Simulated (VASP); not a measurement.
A run of VASP 6.6.1 is set up as follows.

The input INCAR:

```
SYSTEM = ZrH2
  ALGO = Normal
  EDIFF = 1E-6
  ENCUT = 500
  GGA = PS
  GGA_COMPAT = .FALSE.
  ISIF = 2
  ISMEAR = -1
  LASPH = .TRUE.
  LCHARG = .TRUE.
  LELF = .TRUE.
  LREAL = .FALSE.
  LVHAR = .TRUE.
  LWAVE = .FALSE.
  NBANDS = 14
  NELM = 120
  PREC = Accurate
  SIGMA = 0.15
```

File KPOINTS:

```
k-points
0
G
  9 9 9
  0 0 0
```

The input POSCAR:

```
ZrH2
1.0
    3.4071590000      0.0000000000      0.0000000000
    1.7035795000      2.9506862487      0.0000000000
    1.7035795000      0.9835620829      2.7819336742
Zr H
1 2
Direct
    0.0000000000      0.0000000000      0.0000000000
    0.7500000000      0.7500000000      0.7500000000
    0.2500000000      0.2500000000      0.2500000000
```

Potentials or basis: VASP PAW PBE potentials, release 64 (Zr_sv, H).

Command:

```sh
$ cat potpaw_PBE.64/Zr_sv/POTCAR potpaw_PBE.64/H/POTCAR > POTCAR
$ mpirun -np 1 vasp_std > vasp.out
```

(1) Estimate the band gap on the k mesh.

(2) Predict the pressure.

Answers

(1) zero (band 7 reaches 8.39 eV, above the bottom of band 8 at 7.94 eV).

(2) -4.4 GPa.

Caveat: the PAW data sets were made with another functional, which shifts forces and pressure a little.
